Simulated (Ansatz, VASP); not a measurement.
**One calculation of KCaCl3, two programs**

Contents of INCAR:

```
SYSTEM = KCaCl3
PREC = Accurate ; ENCUT = 520
EDIFF = 1E-7 ; ISMEAR = 0
SIGMA = 0.05 ; LREAL = .False.
LASPH = .True. ; NELM = 80
ALGO = Normal ; ISIF = 2
LWAVE = .False. ; LCHARG = .False.
GGA = CA ; NBANDS = 28
```

KPOINTS

```
regular mesh
0
Gamma
  6 6 6
  0 0 0
```

File POSCAR:

```
KCaCl3
1.0
    5.8592361327      0.0000000000      0.0000000000
    0.0000000000      5.8592361327      0.0000000000
    0.0000000000      0.0000000000      4.5702041835
K Ca Cl
1 1 3
Direct
    0.0000000000      0.0000000000      0.0000000000
    0.5000000000      0.5000000000      0.5000000000
    0.0000000000      0.5000000000      0.5000000000
    0.5000000000      0.0000000000      0.5000000000
    0.5000000000      0.5000000000      0.0000000000
```

Input for Ansatz:

```yaml
crystal:
  lattice:
    - [5.8592361327, 0.0, 0.0]
    - [0.0, 5.8592361327, 0.0]
    - [0.0, 0.0, 4.5702041835]
  atoms:
    - { symbol: K, position: [0.0, 0.0, 0.0] }
    - { symbol: Ca, position: [0.5, 0.5, 0.5] }
    - { symbol: Cl, position: [0.0, 0.5, 0.5] }
    - { symbol: Cl, position: [0.5, 0.0, 0.5] }
    - { symbol: Cl, position: [0.5, 0.5, 0.0] }
basis:
  ecutwfc: 420
kpoints:
  mp_grid: { grid: [6, 6, 6] }
hamiltonian:
  xc: lda
scf:
  occupations: { method: gaussian, width: 0.05 }
output:
  forces: true
  stress: true
  eigenvalues: true
```

Alike in both runs: task single point; functional LDA; k mesh 6 × 6 × 6; occupations gaussian, width 0.05 eV; no spin polarisation.

|  | VASP | Ansatz |
| --- | --- | --- |
| version | VASP 6.6.1 | Ansatz 0.2.0 |
| potentials or method | VASP PAW LDA potentials, release 64 (K_sv, Ca_sv, Cl), cutoff 520 eV | scalar-relativistic, plane waves, PAW |
| valence electrons in the cell | 40 | 40 |

|  | VASP | Ansatz | Ansatz less VASP |
| --- | --- | --- | --- |
| gap on the k mesh at the Fermi level (eV) | 4.14 | 4.14 | +0.004 |
| least direct gap on the mesh (eV) | 4.14 | 4.14 | +0.004 |
| pressure (GPa) | 1.1 | 1.0 | -0.09 |
| traceless stress, the component that is largest in VASP (GPa) | 12.32 | 12.13 | -0.189 |

LDA's correlation is that of Perdew and Zunger in VASP and of Perdew and Wang (1992) in Ansatz.
